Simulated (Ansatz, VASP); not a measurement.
In: VASP beside Ansatz

The input INCAR:

```
PREC = Accurate
ENCUT = 520
EDIFF = 1E-6
ISMEAR = 0
SIGMA = 0.020999999999999998
LREAL = F
LASPH = T
NELM = 80
ALGO = Fast
ISIF = 2
LWAVE = F
LCHARG = F
GGA = PE
NBANDS = 12
```

Contents of KPOINTS:

```
Automatic mesh
0
Gamma
  11 11 11
```

File POSCAR:

```
In
1.0
   -1.6254700000      1.6254700000      2.4737000000
    1.6254700000     -1.6254700000      2.4737000000
    1.6254700000      1.6254700000     -2.4737000000
In
1
Direct
    0.0000000000      0.0000000000      0.0000000000
```

input.yaml

```yaml
crystal:
  lattice:
    - [-1.62547, 1.62547, 2.4737]
    - [1.62547, -1.62547, 2.4737]
    - [1.62547, 1.62547, -2.4737]
  atoms:
    - { symbol: In, position: [0.0, 0.0, 0.0] }
hamiltonian:
  xc: pbe
  pseudopotentials: { kind: paw }
kpoints:
  mp_grid: { grid: [11, 11, 11] }
scf:
  occupations: { method: gaussian, width: 0.021 }
output:
  forces: true
  stress: true
  eigenvalues: true
  write_density: true
  write_potential: true
  elf: true
  volumetric_format: npy
```

Alike in both runs: task single point; functional PBE; k mesh 11 × 11 × 11; occupations gaussian, width 0.021 eV; no spin polarisation.

|  | VASP | Ansatz |
| --- | --- | --- |
| version | VASP 6.6.1 | Ansatz 0.2.0 |
| potentials or method | VASP PAW PBE potentials, release 64 (In_d) | Ansatz PAW |
| plane-wave cutoff (eV) | 520 | 420 |
| valence electrons in the cell | 13 | 13 |

|  | VASP | Ansatz | Ansatz less VASP |
| --- | --- | --- | --- |
| gap on the k mesh at the Fermi level (eV) | none | none | - |
| pressure (GPa) | 1.9 | 2.0 | +0.08 |
| traceless stress, the component that is largest in VASP (GPa) | -0.43 | -0.42 | +0.005 |

A gap of «none» marks a metal or a gap that the smearing closes. With one functional, cell and mesh, what is left measures potentials, basis and numerics.
